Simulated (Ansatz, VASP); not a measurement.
One calculation of Ir, two programs

```
CELL_PARAMETERS angstrom
2.72924 0.00000 0.00000
-1.36462 2.36359 0.00000
0.00000 0.00000 4.42217
ATOMIC_POSITIONS crystal
Ir 0.66667 0.33333 0.75000
Ir 0.33333 0.66667 0.25000
```

Alike in both runs: functional r2SCAN; k mesh 18 × 18 × 10; occupations gaussian, width 0.1 eV; no spin polarisation.

Ansatz relaxed the structure, and its values are those at the end. VASP's run is a single point on that final structure, the one shown.

```csv
,VASP,Ansatz
version,VASP 6.6.1,Ansatz 0.2.0
potentials or method,"VASP PAW PBE potentials, release 64 (Ir), cutoff 520 eV","scalar-relativistic, plane waves, PAW"
valence electrons in the cell,18,34
```

Ansatz gave:

* gap on the k mesh at the Fermi level (eV): none
* pressure (GPa): 0.0

Task: Estimate VASP's values.

Result: gap on the k mesh at the Fermi level (eV): none; pressure (GPa): 2.4.

VASP's potentials were made for PBE, not for r2SCAN. A gap of «none» marks a metal or a gap that the smearing closes. VASP's potentials hold 18 valence electrons a cell and Ansatz's 34, so a difference there can come from the potentials and not from the codes.

Neither program's run includes spin-orbit coupling.
